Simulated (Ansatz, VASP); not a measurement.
# RbBr in VASP and in Ansatz

```
Rb Br
1.0
     0.00000    3.43705    3.43705
     3.43705    0.00000    3.43705
     3.43705    3.43705    0.00000
Rb Br
1 1
Direct
  0.00000 0.00000 0.00000
  0.50000 0.50000 0.50000
```

Alike in both runs: task single point; functional PBE; k mesh 6 × 6 × 6; occupations gaussian, width 0.02 eV; no spin polarisation.

```csv
,VASP,Ansatz
version,VASP 6.6.1,Ansatz 0.2.0
potentials or method,"VASP PAW PBE potentials, release 64 (Rb_sv, Br), cutoff 520 eV","scalar-relativistic, plane waves, PAW"
valence electrons in the cell,16,16
```

```csv
,VASP,Ansatz,Ansatz less VASP
gap on the k mesh at the Fermi level (eV),4.34,4.34,+0.003
least direct gap on the mesh (eV),4.34,4.34,+0.003
pressure (GPa),0.9,0.9,-0.02
```
